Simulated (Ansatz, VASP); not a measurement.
**One calculation of LiF, two programs**

Contents of INCAR:

```
PREC = Accurate
ENCUT = 520
EDIFF = 1E-6
ISMEAR = -1
SIGMA = 0.03
LREAL = False
LASPH = True
NELM = 80
ALGO = Normal
ISIF = 2
LWAVE = False
LCHARG = False
GGA = CA
NBANDS = 12
```

Contents of KPOINTS:

```
regular mesh
0
Gamma
  10 10 10
```

File POSCAR:

```
LiF
1.0
    0.0000000000      2.0341400000      2.0140000000
    2.0341400000      0.0000000000      2.0140000000
    2.0341400000      2.0341400000      0.0000000000
Li F
1 1
Direct
    0.0000000000      0.0000000000      0.0000000000
    0.5000000000      0.5000000000      0.5000000000
```

Input for Ansatz:

```yaml
crystal:
  lattice:
    - [0.0, 2.03414, 2.014]
    - [2.03414, 0.0, 2.014]
    - [2.03414, 2.03414, 0.0]
  atoms:
    - { symbol: Li, position: [0.0, 0.0, 0.0] }
    - { symbol: F, position: [0.5, 0.5, 0.5] }
kpoints:
  mp_grid: { grid: [10, 10, 10] }
  band_path:
    path:
      - [0.0, 0.0, 0.0]
      - [0.0, 0.5, 0.5]
      - [0.25, 0.75, 0.5]
      - [0.0, 0.5, 0.0]
      - [0.0, 0.0, 0.0]
      - [0.5, 0.5, 0.0]
      - [0.3775125, 0.6224875, 0.0]
      - [-0.3775125, 0.3775125, 0.0]
      - [0.0, 0.0, 0.0]
    npoints: 5
scf:
  occupations: { method: fermi_dirac, width: 0.03 }
hamiltonian:
  xc: lda
  pseudopotentials: { kind: all_electron, lapw: { basis_error: 0.001 } }
output:
  forces: true
  stress: true
  eigenvalues: true
```

Change from the starting cell: equal xx and yy strain of +1 %.

Alike in both runs: task single point; functional LDA; k mesh 10 × 10 × 10; occupations fermi-dirac, width 0.03 eV; no spin polarisation.

```csv
,VASP,Ansatz
version,VASP 6.6.1,Ansatz 0.2.0
potentials or method,"VASP PAW LDA potentials, release 64 (Li_sv, F), cutoff 520 eV","all-electron LAPW, scalar-relativistic"
```

|  | VASP | Ansatz | Ansatz less VASP |
| --- | --- | --- | --- |
| gap on the k mesh at the Fermi level (eV) | 8.65 | 8.64 | -0.011 |

LDA's correlation is that of Perdew and Zunger in VASP and of Perdew and Wang (1992) in Ansatz. Ansatz ran all-electron here, and VASP with PAW potentials.

Noted on VASP's run: the cutoff is short for stress, so the pressure is rough.
